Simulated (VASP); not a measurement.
# Li (Pm-3n) in VASP: single point with LDA

Aim: the single point of Li with LDA.

All numbers are computed with VASP 6.6.1; they aren't measurements. Logs are shortened: lines on timing, memory, paths and dates and some standing lists are left out, and cuts for length are marked.

### Step 1. The cell of the first run

The structure is cubic, space group Pm-3n (No. 223). The conventional cell has a = 5.339 Å, b = 5.339 Å, c = 5.339 Å, α = 90.00°, β = 90.00°, γ = 90.00°. Within 3.9 Å of Li (site symmetry m-3) lie 12 Li at 2.98 Å. Within 3.5 Å of Li (site symmetry -4m2) lie 14 Li at 2.67 to 3.27 Å.

### Step 2. Single point, LDA

INCAR reads:

```
SYSTEM = Li
PREC = Accurate
ENCUT = 520
EDIFF = 1E-6
ISMEAR = -1
SIGMA = 0.1
LREAL = .FALSE.
LASPH = .TRUE.
NELM = 100
ALGO = Normal
ISIF = 2
LWAVE = .FALSE.
LCHARG = .FALSE.
NBANDS = 22
```

KPOINTS reads:

```
Automatic mesh
0
G
  6 6 6
  0 0 0
```

POSCAR reads:

```
Li
1.0
    5.3389811000      0.0000000000      0.0000000000
    0.0000000000      5.3389811000      0.0000000000
    0.0000000000      0.0000000000      5.3389811000
Li
8
Direct
    1.0000000000      1.0000000000      0.0000000000
    0.5000000000      0.5000000000      0.5000000000
    0.2500000000      1.0000000000      0.5000000000
    0.7500000000      1.0000000000      0.5000000000
    0.5000000000      0.2500000000      0.0000000000
    0.5000000000      0.7500000000      1.0000000000
    0.0000000000      0.5000000000      0.2500000000
    0.0000000000      0.5000000000      0.7500000000
```

Potentials or basis: VASP PAW LDA potentials, release 64 (Li_sv).

Command:

```bash
> cat potpaw_LDA.64/Li_sv/POTCAR > POTCAR
> mpirun -np 1 vasp_std > vasp.out
```

OUTCAR:

```text
SYSTEM = Li
   PREC = Accurate
   ENCUT = 520
   EDIFF = 1E-6
   ISMEAR = -1
   LREAL = .FALSE.
   LASPH = .TRUE.
   NELM = 100
   ISIF = 2

 ion  position               nearest neighbor table
   1  0.000  0.000  0.000-
   2  0.500  0.500  0.500-
   3  0.250  0.000  0.500-
   4  0.750  0.000  0.500-
   5  0.500  0.250  0.000-
   6  0.500  0.750  0.000-
   7  0.000  0.500  0.250-
   8  0.000  0.500  0.750-

  LATTYP: Found a simple cubic cell.
 ALAT       =     5.3389811000

  Lattice vectors:

 A1 = (   5.3389811000,   0.0000000000,   0.0000000000)
 A2 = (   0.0000000000,   5.3389811000,   0.0000000000)
 A3 = (   0.0000000000,   0.0000000000,   5.3389811000)

Analysis of symmetry for initial positions (statically):
=====================================================================
 Subroutine PRICEL returns:
 Original cell was already a primitive cell.

 Routine SETGRP: Setting up the symmetry group for a
 simple cubic supercell.

 Subroutine GETGRP returns: Found 48 space group operations
 (whereof 24 operations were pure point group operations)
 out of a pool of 48 trial point group operations.

The static configuration has the point symmetry T_h .
 The point group associated with its full space group is O_h .

Analysis of symmetry for dynamics (positions and initial velocities):
=====================================================================
 Subroutine PRICEL returns:
 Original cell was already a primitive cell.

 Routine SETGRP: Setting up the symmetry group for a
 simple cubic supercell.

 Subroutine GETGRP returns: Found 48 space group operations
 (whereof 24 operations were pure point group operations)
 out of a pool of 48 trial point group operations.

The dynamic configuration has the point symmetry T_h .
 The point group associated with its full space group is O_h .

 Subroutine INISYM returns: Found 48 space group operations
 (whereof 24 operations are pure point group operations),
 and found     1 'primitive' translations

----------------------------------------------------------------------------------------

                                     Primitive cell

  volume of cell :     152.1862
[... 95 lines left out ...]
   NELM   =    100;   NELMIN=  2; NELMDL= -5     # of ELM steps
   EDIFF  = 0.1E-05   stopping-criterion for ELM
   LREAL  =      F    real-space projection
   EDIFFG = 0.1E-04   stopping-criterion for IOM
   NSW    =      0    number of steps for IOM
   IBRION =     -1    ionic relax: 0-MD 1-quasi-New 2-CG
   NFREE  =      0    steps in history (QN), initial steepest desc. (CG)
   ISIF   =      2    stress and relaxation
   ISYM   =      2    0-nonsym 1-usesym 2-fastsym
   POTIM  = 0.5000    time-step for ionic-motion
   TEBEG  =    0.0;   TEEND  =   0.0 temperature during run
   PSTRESS=    0.0 pullay stress
   NELECT =      24.0000    total number of electrons
   NUPDOWN=      -1.0000    fix difference up-down
   EMIN   =  10.00;   EMAX   =-10.00  energy-range for DOS
   EFERMI =   0.00;   METHOD = LEGACY
   ISMEAR =    -1;   SIGMA  =   0.10  broadening in eV -4-tet -1-fermi 0-gaus
   EFERMI_NEDOS =   21; number of points for ismear=-14 and -15
   IALGO  =     38    algorithm
   IMIX   =      4    mixing-type and parameters
     AMIX     =   0.40;   BMIX     =  1.00
     AMIX_MAG =   1.60;   BMIX_MAG =  1.00
  volume/ion in A,a.u.               =      19.02       128.38
  Fermi-wavevector in a.u.,A,eV,Ry     =   0.884478  1.671420 10.643847  0.782301
  Thomas-Fermi vector in A             =   2.005383
   LORBIT       =      0    0 simple, 1 ext, 2 COOP (PROOUT), +10 PAW based schemes
   GGA     = CA    functional components
   LHFCALC =     F    Hartree Fock is set to
   AEXX    =    0.0000 exact exchange contribution
   IVDW    =     0    specifies the selected vdW correction
   LEPSILON=     F    determine dielectric tensor
   LRPA    =     F    only Hartree local field effects (RPA)
 non-spin polarized calculation
  energy-cutoff  :      520.00
  volume of cell :      152.19
 maximum number of plane-waves:      4116
 NGX is ok and might be reduce to    40
   NGX = 19   NGY = 19   NGZ = 19

 number of electron      23.9999920 magnetization

 Free energy of the ion-electron system (eV)
  ---------------------------------------------------
  ext. energy  EPLUGINS =         0.00000000
  ---------------------------------------------------
  free energy    TOTEN  =       -16.29431329 eV

  energy without entropy =      -16.16718170  energy(sigma->0) =      -16.23074750

 E-fermi :   0.7915     XC(G=0):  -7.3059

 val. band max:        0.7874879778   @ k =   0.5000   0.1667   0.0000
 cond. band min:       0.8352506292   @ k =   0.5000   0.5000   0.3333
 fundamental gap:      0.0477626515
 Fermi energy:         0.7915448796

 k-point     1 :       0.0000    0.0000    0.0000
  band No.  band energies     occupation
      1     -44.7837      2.00000
      2     -44.7665      2.00000
      3     -44.7665      2.00000
      4     -44.7526      2.00000
      5     -44.7451      2.00000
      6     -44.7412      2.00000
[... 489 lines left out ...]
     21       8.3140      0.00000
     22       8.3269      0.00000

------------------------ aborting loop because EDIFF is reached ----------------------------------------

  FORCE on cell =-STRESS in cart. coord.  units (eV):
  Direction    XX          YY          ZZ          XY          YZ          ZX
  --------------------------------------------------------------------------------------
  -------------------------------------------------------------------------------------
  Total       -0.1135624     -0.1135624     -0.1135624     -0.0000000     -0.0000000      0.0000000
  in kB       -1.1955561     -1.1955561     -1.1955561     -0.0000000     -0.0000000      0.0000000
  external PRESSURE =      -1.1955561 kB  Pullay stress =       0.0000000 kB

 VOLUME and BASIS-vectors are now :
 -----------------------------------------------------------------------------
  energy-cutoff  :      520.00
  volume of cell :      152.19
      direct lattice vectors                 reciprocal lattice vectors
     5.338981100  0.000000000  0.000000000     0.187301656  0.000000000  0.000000000
     0.000000000  5.338981100  0.000000000     0.000000000  0.187301656  0.000000000
     0.000000000  0.000000000  5.338981100     0.000000000  0.000000000  0.187301656

 POSITION                                       TOTAL-FORCE (eV/Angst)
 -----------------------------------------------------------------------------------
      0.00000      0.00000      0.00000        -0.000000     -0.000000      0.000000
      2.66949      2.66949      2.66949        -0.000000     -0.000000      0.000000
      1.33475      0.00000      2.66949        -0.000000     -0.000000     -0.000000
      4.00424      0.00000      2.66949         0.000000     -0.000000     -0.000000
      2.66949      1.33475      0.00000        -0.000000      0.000000     -0.000000
      2.66949      4.00424      0.00000        -0.000000     -0.000000      0.000000
      0.00000      2.66949      1.33475        -0.000000      0.000000      0.000000
      0.00000      2.66949      4.00424         0.000000      0.000000      0.000000
 -----------------------------------------------------------------------------------
    total drift:                                0.000000     -0.000000     -0.000000

  FREE ENERGIE OF THE ION-ELECTRON SYSTEM (eV)
  ---------------------------------------------------
  free  energy   TOTEN  =       -16.2943132879 eV

  energy  without entropy=      -16.1671817025  energy(sigma->0) =      -16.23074750
```

Run time: 61 s. Hardware: 1 thread of AMD EPYC 7R43 (Zen 3), shared host; peak memory 0.16 GiB.

What came out:

| Property | Result |
| --- | --- |
| Free energy | -16.2943 eV |
| Band gap on the k mesh | zero (bands 12 and 13 overlap by 1.09 eV) |

Caveat: the cutoff is under 1.25 times the usual one of these potentials, so pressure, stress and relaxed cells hold a basis-set (Pulay) error.
